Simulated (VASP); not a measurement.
A run of VASP 6.6.1 is set up as follows.

File INCAR:

```
PREC     = Accurate       # precision mode
ENCUT    = 520            # plane-wave cutoff, eV
EDIFF    = 1E-6           # SCF threshold, eV
ISMEAR   = -1             # smearing method
SIGMA    = 0.05           # smearing width, eV
LREAL    = F              # projectors in reciprocal space
LASPH    = T              # aspherical terms in the spheres
NELM     = 150            # most SCF steps
ALGO     = Normal         # electronic algorithm
ISIF     = 2              # what is computed and relaxed
LWAVE    = F              # write WAVECAR
LCHARG   = F              # write CHGCAR
ISPIN    = 2              # spin polarisation
MAGMOM   = 7 7            # initial moments
LORBIT   = 11             # projections on sites
LMAXMIX  = 6              # l up to which the mixer works
GGA      = PS             # functional
NBANDS   = 29             # bands
```

File KPOINTS:

```
Automatic mesh
0
Gamma
  8 8 5
```

Contents of POSCAR:

```
Gd
1.0
    3.6360000000      0.0000000000      0.0000000000
   -1.8180000000      3.1488683682      0.0000000000
    0.0000000000      0.0000000000      5.7826000000
Gd
2
Direct
    0.6666666667      0.3333333333      0.7500000000
    0.3333333333      0.6666666667      0.2500000000
```

Potentials or basis: VASP PAW PBE potentials, release 64 (Gd).

Run with:

```console
$ cat potpaw_PBE.64/Gd/POTCAR > POTCAR
$ mpirun -np 1 vasp_std > vasp.out
```

Task: Estimate the pressure.

Result: -1.8 GPa.

Task: Predict the net moment.

Result: 15.22 μB per cell.

Stress tensor (GPa, compression positive):
```
-1.86  0.00  0.00
 0.00 -1.86  0.00
 0.00  0.00 -1.60
```

Caveat: the PAW data sets were made with another functional, which shifts forces and pressure a little. The state reached can hang on the start; a lower one may exist.
